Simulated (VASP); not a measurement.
# Se in VASP: further runs

Runs on Se. Level: r2SCAN. Tasks: single point.

Program: VASP 6.6.1. These are calculated values, not measurements. Logs are shortened: lines on timing, memory, paths and dates and some standing lists are left out, and cuts for length are marked.

## 1. The cell of the first run

Symmetry: P3_221, No. 154, trigonal system. Conventional cell: a = 4.355 Å, b = 4.355 Å, c = 4.949 Å, α = 90.00°, β = 90.00°, γ = 120.00°. Within 3.1 Å of Se (site symmetry 2) lie 2 Se at 2.32 Å.

## 2. Single point, r2SCAN

POSCAR

```
Se
1.0
    4.3551700000      0.0000000000      0.0000000000
   -2.1775850000      3.7716878578      0.0000000000
    0.0000000000      0.0000000000      4.9494500000
Se
3
Direct
    0.2170000000      0.0000000000      0.1666666667
    0.0000000000      0.2170000000      0.8333333333
    0.7830000000      0.7830000000      0.5000000000
```

INCAR.step1

```
SYSTEM = Se
PREC = Accurate
ENCUT = 520
ISMEAR = 0
SIGMA = 0.05
LREAL = .False.
LASPH = .True.
NELM = 100
NBANDS = 16
GGA = PE
ALGO = Normal
EDIFF = 1E-4
LWAVE = .True.
LCHARG = .False.
```

INCAR.step2

```
SYSTEM = Se
PREC = Accurate
ENCUT = 520
EDIFF = 1E-6
ISMEAR = 0
SIGMA = 0.05
LREAL = .False.
LASPH = .True.
NELM = 100
ALGO = Normal
ISIF = 2
LWAVE = .False.
LCHARG = .False.
METAGGA = R2SCAN
LMIXTAU = .True.
NBANDS = 16
ISTART = 1
```

KPOINTS

```
regular mesh
0
Gamma
  9 9 6
  0 0 0
```

Potentials or basis: VASP PAW PBE potentials, release 64 (Se).

Command:

```
$ cat potpaw_PBE.64/Se/POTCAR > POTCAR
$ cp INCAR.step1 INCAR
$ mpirun -np 1 vasp_std > vasp.out
$ cp INCAR.step2 INCAR
$ mpirun -np 1 vasp_std > vasp.out
```

OUTCAR:

```text
SYSTEM = Se
   PREC = Accurate
   ENCUT = 520
   EDIFF = 1E-6
   ISMEAR = 0
   LREAL = .False.
   LASPH = .True.
   NELM = 100
   ISIF = 2
   METAGGA = R2SCAN
   ISTART = 1

 ion  position               nearest neighbor table
   1  0.217  0.000  0.167-   3 2.32   2 2.32
   2  0.000  0.217  0.833-   3 2.32   1 2.32
   3  0.783  0.783  0.500-   1 2.32   2 2.32

  LATTYP: Found a hexagonal cell.
 ALAT       =     4.3551700000
 C/A-ratio  =     1.1364539157

  Lattice vectors:

 A1 = (   4.3551700000,   0.0000000000,   0.0000000000)
 A2 = (  -2.1775850000,   3.7716878578,   0.0000000000)
 A3 = (   0.0000000000,   0.0000000000,   4.9494500000)

Analysis of symmetry for initial positions (statically):
=====================================================================
 Subroutine PRICEL returns:
 Original cell was already a primitive cell.

 Routine SETGRP: Setting up the symmetry group for a
 hexagonal supercell.

 Subroutine GETGRP returns: Found  6 space group operations
 (whereof  2 operations were pure point group operations)
 out of a pool of 24 trial point group operations.

The static configuration has the point symmetry C_2 .
 The point group associated with its full space group is D_3 .

Analysis of symmetry for dynamics (positions and initial velocities):
=====================================================================
 Subroutine PRICEL returns:
 Original cell was already a primitive cell.

 Routine SETGRP: Setting up the symmetry group for a
 hexagonal supercell.

 Subroutine GETGRP returns: Found  6 space group operations
 (whereof  2 operations were pure point group operations)
 out of a pool of 24 trial point group operations.

The dynamic configuration has the point symmetry C_2 .
 The point group associated with its full space group is D_3 .

 Subroutine INISYM returns: Found  6 space group operations
 (whereof  2 operations are pure point group operations),
 and found     1 'primitive' translations

----------------------------------------------------------------------------------------

                                     Primitive cell

  volume of cell :      81.3014

  direct lattice vectors                    reciprocal lattice vectors
     4.355170000  0.000000000  0.000000000     0.229612162  0.132566644  0.000000000
    -2.177585000  3.771687858  0.000000000     0.000000000  0.265133287  0.000000000
     0.000000000  0.000000000  4.949450000     0.000000000  0.000000000  0.202042651

  length of vectors
     4.355170000  4.355170000  4.949450000     0.265133287  0.265133287  0.202042651

  position of ions in fractional coordinates (direct lattice)
     0.217000000  0.000000000  0.166666667
     1.000000000  0.217000000  0.833333333
     0.783000000  0.783000000  0.500000000

  ion indices of the primitive-cell ions
   primitive index   ion index
                 1           1
                 2           2
                 3           3

----------------------------------------------------------------------------------------

 KPOINTS: regular mesh

Automatic generation of k-mesh.
 Grid dimensions read from file:
 generate k-points for:    9    9    6

 Generating k-lattice:

  Cartesian coordinates                     Fractional coordinates (reciprocal lattice)
     0.025512462  0.014729627  0.000000000     0.111111111 -0.000000000  0.000000000
     0.000000000  0.029459254  0.000000000     0.000000000  0.111111111  0.000000000
     0.000000000  0.000000000  0.033673775     0.000000000  0.000000000  0.166666667

  Length of vectors
     0.029459254  0.029459254  0.033673775

  Shift w.r.t. Gamma in fractional coordinates (k-lattice)
     0.000000000  0.000000000  0.000000000

 Subroutine IBZKPT returns following result:
 ===========================================

 Found     62 irreducible k-points:

 Following reciprocal coordinates:
            Coordinates               Weight
  0.000000  0.000000  0.000000      1.000000
  0.111111  0.000000  0.000000      6.000000
  0.222222  0.000000  0.000000      6.000000
  0.333333  0.000000  0.000000      6.000000
  0.444444  0.000000  0.000000      6.000000
  0.111111  0.111111  0.000000      6.000000
[... 16 lines left out ...]
  0.222222  0.111111  0.166667     12.000000
 -0.111111  0.333333  0.166667     12.000000
 [... further k-points ...]
   k-points           NKPTS =     62   k-points in BZ     NKDIM =     62   number of bands    NBANDS=     16
   number of dos      NEDOS =    301   number of ions     NIONS =      3
   total plane-waves  NPLWV =  40960
   dimension x,y,z NGX =    32 NGY =   32 NGZ =   40
   dimension x,y,z NGXF=    64 NGYF=   64 NGZF=   80
   ions per type =               3
   NGX,Y,Z   is equivalent  to a cutoff of  12.22, 12.22, 13.44 a.u.
   NGXF,Y,Z  is equivalent  to a cutoff of  24.43, 24.43, 26.87 a.u.
 SYSTEM =  Se
   PREC   = accura    normal or accurate (medium, high low for compatibility)
   ISTART =      1    job   : 0-new  1-cont  2-samecut
   ICHARG =      0    charge: 1-file 2-atom 10-const
   ISPIN  =      1    spin polarized calculation?
   LNONCOLLINEAR =      F non collinear calculations
   LSORBIT =      F    spin-orbit coupling
   LASPH  =      T    aspherical Exc in radial PAW
   ENCUT  =  520.0 eV  38.22 Ry    6.18 a.u.   8.10  8.10  9.20*2*pi/ulx,y,z
   NELM   =    100;   NELMIN=  2; NELMDL=  0     # of ELM steps
   EDIFF  = 0.1E-05   stopping-criterion for ELM
   LREAL  =      F    real-space projection
   EDIFFG = 0.1E-04   stopping-criterion for IOM
   NSW    =      0    number of steps for IOM
   IBRION =     -1    ionic relax: 0-MD 1-quasi-New 2-CG
   NFREE  =      0    steps in history (QN), initial steepest desc. (CG)
   ISIF   =      2    stress and relaxation
   ISYM   =      2    0-nonsym 1-usesym 2-fastsym
   POTIM  = 0.5000    time-step for ionic-motion
   TEBEG  =    0.0;   TEEND  =   0.0 temperature during run
   PSTRESS=    0.0 pullay stress
   NELECT =      18.0000    total number of electrons
   NUPDOWN=      -1.0000    fix difference up-down
   EMIN   =  10.00;   EMAX   =-10.00  energy-range for DOS
   EFERMI =   0.00;   METHOD = LEGACY
   ISMEAR =     0;   SIGMA  =   0.05  broadening in eV -4-tet -1-fermi 0-gaus
   EFERMI_NEDOS =   21; number of points for ismear=-14 and -15
   IALGO  =     38    algorithm
   IMIX   =      4    mixing-type and parameters
     AMIX     =   0.40;   BMIX     =  1.00
     AMIX_MAG =   1.60;   BMIX_MAG =  1.00
  volume/ion in A,a.u.               =      27.10       182.88
  Fermi-wavevector in a.u.,A,eV,Ry     =   0.990375  1.871538 13.345178  0.980843
  Thomas-Fermi vector in A             =   2.122041
   LORBIT       =      0    0 simple, 1 ext, 2 COOP (PROOUT), +10 PAW based schemes
   METAGGA = R2SCAN    functional components
   LHFCALC =     F    Hartree Fock is set to
   AEXX    =    0.0000 exact exchange contribution
   IVDW    =     0    specifies the selected vdW correction
   LEPSILON=     F    determine dielectric tensor
   LRPA    =     F    only Hartree local field effects (RPA)
 non-spin polarized calculation
 Gauss-broadening in eV      SIGMA  =   0.05
  energy-cutoff  :      520.00
  volume of cell :       81.30
 maximum number of plane-waves:      2206
   NGX = 17   NGY = 17   NGZ = 19

 number of electron      17.9999997 magnetization

 Free energy of the ion-electron system (eV)
  ---------------------------------------------------
  ext. energy  EPLUGINS =         0.00000000
  ---------------------------------------------------
  free energy    TOTEN  =       -42.85850827 eV

  energy without entropy =      -42.85850827  energy(sigma->0) =      -42.85850827

 E-fermi :   2.7799     XC(G=0):  -9.2687

 val. band max:        2.5046450016   @ k =   0.4444   0.1111   0.5000
 cond. band min:       3.7152854512   @ k =   0.3333   0.3333   0.5000
 fundamental gap:      1.2106404496
 Fermi energy:         2.7798742773

 k-point     1 :       0.0000    0.0000    0.0000
  band No.  band energies     occupation
      1     -14.3206      2.00000
      2      -9.7732      2.00000
      3      -9.7732      2.00000
      4      -1.6572      2.00000
      5      -1.6572      2.00000
      6      -1.4239      2.00000
[... 8 lines left out ...]
     15       9.3226      0.00000
     16      11.3734      0.00000

 k-point     2 :       0.1111    0.0000    0.0000
  band No.  band energies     occupation
      1     -14.2749      2.00000
      2      -9.8134      2.00000
      3      -9.7657      2.00000
      4      -2.0839      2.00000
      5      -1.8192      2.00000
      6      -1.2591      2.00000
[... 8 lines left out ...]
     15       9.8835      0.00000
     16      11.3232      0.00000

 k-point     3 :       0.2222    0.0000    0.0000
  band No.  band energies     occupation
      1     -14.1525      2.00000
      2      -9.9291      2.00000
      3      -9.7467      2.00000
      4      -2.6088      2.00000
      5      -2.1145      2.00000
      6      -1.2298      2.00000
[... 8 lines left out ...]
     15      10.7650      0.00000
     16      11.5980      0.00000

 k-point     4 :       0.3333    0.0000    0.0000
  band No.  band energies     occupation
      1     -13.9998      2.00000
      2     -10.0868      2.00000
      3      -9.7244      2.00000
      4      -2.9453      2.00000
      5      -2.3686      2.00000
      6      -1.2296      2.00000
[... 8 lines left out ...]
     15      11.5789      0.00000
     16      12.4525      0.00000
[... 324 lines left out ...]
 k-point    22 :       0.1111    0.1111    0.1667
  band No.  band energies     occupation
      1     -14.0500      2.00000
      2     -10.9819      2.00000
      3      -8.7070      2.00000
      4      -2.5253      2.00000
      5      -2.1972      2.00000
      6      -1.0804      2.00000
[... 8 lines left out ...]
     15      10.4148      0.00000
     16      11.2673      0.00000

 k-point    23 :       0.2222    0.1111    0.1667
  band No.  band energies     occupation
      1     -13.9134      2.00000
      2     -10.9684      2.00000
      3      -8.8629      2.00000
      4      -2.8249      2.00000
      5      -2.6173      2.00000
      6      -1.1126      2.00000
[... 8 lines left out ...]
     15      11.1261      0.00000
     16      12.1337      0.00000

 k-point    24 :      -0.1111    0.3333    0.1667
  band No.  band energies     occupation
      1     -13.9144      2.00000
      2     -10.9561      2.00000
      3      -8.8898      2.00000
      4      -2.8375      2.00000
      5      -2.4620      2.00000
      6      -1.0295      2.00000
[... 8 lines left out ...]
     15      10.9054      0.00000
     16      11.8592      0.00000

 [... further k-points ...]

------------------------ aborting loop because EDIFF is reached ----------------------------------------

  FORCE on cell =-STRESS in cart. coord.  units (eV):
  Direction    XX          YY          ZZ          XY          YZ          ZX
  --------------------------------------------------------------------------------------
  -------------------------------------------------------------------------------------
  Total        1.7558841      1.7558841      2.6120977     -0.0000000      0.0000000      0.0000000
  in kB       34.6025915     34.6025915     51.4756933     -0.0000000      0.0000000      0.0000000
  external PRESSURE =      40.2269588 kB  Pullay stress =       0.0000000 kB

 VOLUME and BASIS-vectors are now :
 -----------------------------------------------------------------------------
  energy-cutoff  :      520.00
  volume of cell :       81.30
      direct lattice vectors                 reciprocal lattice vectors
     4.355170000  0.000000000  0.000000000     0.229612162  0.132566644  0.000000000
    -2.177585000  3.771687858  0.000000000     0.000000000  0.265133287  0.000000000
     0.000000000  0.000000000  4.949450000     0.000000000  0.000000000  0.202042651

 POSITION                                       TOTAL-FORCE (eV/Angst)
 -----------------------------------------------------------------------------------
      0.94507      0.00000      0.82491         0.813760     -0.000000      0.000000
     -0.47254      0.81846      4.12454        -0.406880      0.704737     -0.000000
      1.70505      2.95323      2.47472        -0.406880     -0.704737     -0.000000
 -----------------------------------------------------------------------------------
    total drift:                                0.000000      0.000001     -0.000000

  FREE ENERGIE OF THE ION-ELECTRON SYSTEM (eV)
  ---------------------------------------------------
  free  energy   TOTEN  =       -42.8585082738 eV

  energy  without entropy=      -42.8585082738  energy(sigma->0) =      -42.85850827
```

It took 91 s on 1 thread of Intel Xeon 6975P-C (Granite Rapids), shared host; peak memory 0.23 GiB.

Results:

```
Free energy            : -42.8585 eV
Pressure               : 4.0 GPa
Largest force          : 0.814 eV/Å
Band gap on the k mesh : 1.21 eV (least direct gap 1.46 eV)
```

Forces on the atoms (eV/Å):
```
Se   0.814  0.000  0.000
Se  -0.407  0.705  0.000
Se  -0.407 -0.705  0.000
```

Stress tensor (GPa, compression positive):
```
3.46 0.00 0.00
0.00 3.46 0.00
0.00 0.00 5.15
```

Levels at points of the mesh, in eV from the valence-band top:
| k point | band 6 | band 7 | band 8 | band 9 | band 10 | band 11 | band 12 | band 13 |
| --- | --- | --- | --- | --- | --- | --- | --- | --- |
| (0.00, 0.00, 0.00) | -3.93 | -2.31 | -2.31 | -0.48 | 2.30 | 2.30 | 2.68 | 6.61 |
| (0.00, 0.00, 0.50) | -3.65 | -1.63 | -1.63 | -1.33 | 1.45 | 1.67 | 1.67 | 6.64 |

Caveat: the cell stands under pressure; the PAW data sets were made with another functional, which shifts forces and pressure a little. A k mesh can miss the band edges.

## 3. Single point, r2SCAN

POSCAR is that of step 2.

INCAR.step1

```
ALGO = Normal
EDIFF = 1E-4
ENCUT = 520
GGA = PE
ISMEAR = 0
LASPH = T
LCHARG = F
LREAL = F
LWAVE = T
NBANDS = 16
NELECT = 18.5
NELM = 100
PREC = Accurate
SIGMA = 0.05
```

INCAR.step2

```
ALGO = Normal
EDIFF = 1E-7
ENCUT = 520
ISIF = 2
ISMEAR = 0
ISTART = 1
LASPH = T
LCHARG = F
LMIXTAU = T
LREAL = F
LWAVE = F
METAGGA = R2SCAN
NBANDS = 16
NELECT = 18.5
NELM = 100
PREC = Accurate
SIGMA = 0.05
```

KPOINTS

```
k-points
0
Gamma
  9 9 6
```

Potentials or basis: VASP PAW PBE potentials, release 64 (Se).

Command:

```
$ cat potpaw_PBE.64/Se/POTCAR > POTCAR
$ cp INCAR.step1 INCAR
$ mpirun -np 1 vasp_std > vasp.out
$ cp INCAR.step2 INCAR
$ mpirun -np 1 vasp_std > vasp.out
```

Wall time 2 min (1 thread of Intel Xeon 6975P-C (Granite Rapids), shared host); peak memory 0.23 GiB.

Results (log left out):

```
Free energy   : -40.7574 eV
Largest force : 0.994 eV/Å
```

Forces on the atoms (eV/Å):
```
Se   0.994  0.000  0.000
Se  -0.497  0.861  0.000
Se  -0.497 -0.861  0.000
```

Levels at points of the mesh, in eV from the Fermi level:
```csv
k point,band 7,band 8,band 9,band 10,band 11,band 12
"(0.00, 0.00, 0.00)",-4.12,-4.12,-2.28,0.50,0.50,0.82
"(0.00, 0.00, 0.50)",-3.46,-3.46,-3.13,-0.35,-0.21,-0.21
```

Caveat: the cell carries a net charge on a neutralising background, which shifts energy and pressure; the cell is charged against a uniform background, so pressure and absolute levels hang on convention; the PAW data sets were made with another functional, which shifts forces and pressure a little.

## 4. Single point, r2SCAN

POSCAR is that of step 3.

INCAR.step1

```
SYSTEM = Se
  ALGO = Normal
  EDIFF = 1E-4
  ENCUT = 520
  GGA = PE
  ISMEAR = 0
  LASPH = .TRUE.
  LCHARG = .FALSE.
  LREAL = .FALSE.
  LWAVE = .TRUE.
  NBANDS = 16
  NELECT = 17.5
  NELM = 60
  PREC = Accurate
  SIGMA = 0.05
```

INCAR.step2

```
SYSTEM = Se
  ALGO = Normal
  EDIFF = 1E-7
  ENCUT = 520
  ISIF = 2
  ISMEAR = 0
  ISTART = 1
  LASPH = .TRUE.
  LCHARG = .FALSE.
  LMIXTAU = .TRUE.
  LREAL = .FALSE.
  LWAVE = .FALSE.
  METAGGA = R2SCAN
  NBANDS = 16
  NELECT = 17.5
  NELM = 60
  PREC = Accurate
  SIGMA = 0.05
```

KPOINTS

```
k-points
0
G
  9 9 6
  0 0 0
```

Command:

```
$ cat potpaw_PBE.64/Se/POTCAR > POTCAR
$ cp INCAR.step1 INCAR
$ mpirun -np 1 vasp_std > vasp.out
$ cp INCAR.step2 INCAR
$ mpirun -np 1 vasp_std > vasp.out
```

Run time: 2.1 min. Hardware: 1 thread of Intel Xeon 6975P-C (Granite Rapids), shared host; peak memory 0.24 GiB.

Results (log left out):

* Free energy: -43.9492 eV
* Largest force: 0.624 eV/Å

Forces in eV/Å, atoms in the order of the input:
```
Se   0.624  0.000  0.000
Se  -0.312  0.540  0.000
Se  -0.312 -0.540  0.000
```

Levels at points of the mesh, in eV from the Fermi level:
```csv
k point,band 7,band 8,band 9,band 10,band 11,band 12
"(0.00, 0.00, 0.00)",-1.76,-1.76,0.05,2.85,2.85,3.24
"(0.00, 0.00, 0.50)",-1.08,-1.08,-0.79,2.00,2.27,2.27
```

Caveat: the cell carries a net charge on a neutralising background, which shifts energy and pressure; the cell is charged against a uniform background, so pressure and absolute levels hang on convention; the PAW data sets were made with another functional, which shifts forces and pressure a little.

## 5. Single point, r2SCAN

POSCAR, as its differences from that of step 4:

```diff
@@ -10,2 +10,2 @@
     0.0000000000      0.2170000000      0.8333333333
-    0.7830000000      0.7830000000      0.5000000000
+    0.7896283322      0.7962566644      0.5000000000
```

INCAR.step1

```
SYSTEM = Se
PREC = Accurate ; ENCUT = 520
ISMEAR = 0 ; SIGMA = 0.05
LREAL = .False. ; LASPH = .True.
NELM = 100 ; NBANDS = 16
GGA = PE ; ALGO = Normal
EDIFF = 1E-4 ; LWAVE = .True.
LCHARG = .False.
```

INCAR.step2

```
SYSTEM = Se
PREC = Accurate ; ENCUT = 520
EDIFF = 1E-7 ; ISMEAR = 0
SIGMA = 0.05 ; LREAL = .False.
LASPH = .True. ; NELM = 100
ALGO = Normal ; ISIF = 2
LWAVE = .False. ; LCHARG = .True.
METAGGA = R2SCAN ; LMIXTAU = .True.
LELF = .True. ; LVHAR = .True.
NBANDS = 16 ; ISTART = 1
```

KPOINTS

```
regular mesh
0
Gamma
  9 9 6
  0 0 0
```

Command:

```
$ cat potpaw_PBE.64/Se/POTCAR > POTCAR
$ cp INCAR.step1 INCAR
$ mpirun -np 1 vasp_std > vasp.out
$ cp INCAR.step2 INCAR
$ mpirun -np 1 vasp_std > vasp.out
```

Wall time 7.6 min (1 thread of Intel Xeon 6975P-C (Granite Rapids), shared host); peak memory 0.38 GiB.

It converged, with:

| Item | Value |
| --- | --- |
| Free energy | -42.8126 eV |
| Pressure | 5.1 GPa |
| Largest force | 1.268 eV/Å |
| Band gap on the k mesh | 1.17 eV (least direct gap 1.41 eV) |

Forces in eV/Å, atoms in the order of the input:
```
Se   1.004  0.087 -0.072
Se  -0.451  1.051  0.160
Se  -0.553 -1.138 -0.088
```

Stress tensor (GPa, compression positive):
```
 4.11  0.14 -0.29
 0.14  4.60  0.54
-0.29  0.54  6.51
```

Levels at points of the mesh, in eV from the valence-band top:
```
           k point  band 6  band 7  band 8  band 9  band 10  band 11  band 12  band 13
(0.00, 0.00, 0.00)   -3.94   -2.41   -2.34   -0.49     2.32     2.37     2.82     6.52
(0.00, 0.00, 0.50)   -3.69   -1.67   -1.61   -1.38     1.43     1.65     1.87     6.59
```

Caveat: the cell stands under pressure; the PAW data sets were made with another functional, which shifts forces and pressure a little. A k mesh can miss the band edges.
